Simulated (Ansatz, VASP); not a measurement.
**As: VASP beside Ansatz**

File INCAR:

```
PREC     = Accurate       # precision mode
ENCUT    = 520            # plane-wave cutoff, eV
EDIFF    = 1E-6           # SCF threshold, eV
ISMEAR   = 0              # smearing method
SIGMA    = 0.1            # smearing width, eV
LREAL    = F              # projectors in reciprocal space
LASPH    = T              # aspherical terms in the spheres
NELM     = 60             # most SCF steps
ALGO     = Normal         # electronic algorithm
ISIF     = 2              # what is computed and relaxed
LWAVE    = F              # write WAVECAR
LCHARG   = F              # write CHGCAR
GGA      = PS             # functional
NBANDS   = 8              # bands
```

File KPOINTS:

```
regular mesh
0
Gamma
  16 16 16
```

File POSCAR:

```
As
1.0
    2.7536728199      0.0000000000      0.0000000000
    0.0000000000      2.7536728199      0.0000000000
    0.0000000000      0.0000000000      2.7536728199
As
1
Direct
    0.5000000000      0.5000000000      0.5000000000
```

Input for Ansatz:

```yaml
crystal:
  lattice:
    - [2.7536728199, 0.0, 0.0]
    - [0.0, 2.7536728199, 0.0]
    - [0.0, 0.0, 2.7536728199]
  atoms:
    - { symbol: As, position: [0.5, 0.5, 0.5] }
basis:
  ecutwfc: 420
kpoints:
  mp_grid: { grid: [16, 16, 16] }
hamiltonian:
  xc: pbesol
scf:
  occupations: { method: gaussian, width: 0.1 }
output:
  forces: true
  stress: true
  eigenvalues: true
```

Alike in both runs: task single point; functional PBEsol; k mesh 16 × 16 × 16; occupations gaussian, width 0.1 eV; no spin polarisation.

|  | VASP | Ansatz |
| --- | --- | --- |
| version | VASP 6.6.1 | Ansatz 0.2.0 |
| potentials or method | VASP PAW PBE potentials, release 64 (As), cutoff 520 eV | scalar-relativistic, plane waves, PAW |
| valence electrons in the cell | 5 | 15 |

Ansatz gave:

```
gap on the k mesh at the Fermi level (eV) : none
pressure (GPa)                            : -5.5
```

**Question.** What did VASP give for the same quantities?

**Answer.** gap on the k mesh at the Fermi level (eV): none; pressure (GPa): -5.3.

VASP's potentials were made for PBE, not for PBEsol. A gap of «none» marks a metal or a gap that the smearing closes. The functional is the same, so the differences come from potentials, cutoffs and numerics. VASP's potentials hold 5 valence electrons a cell and Ansatz's 15, so a difference there can come from the potentials and not from the codes.
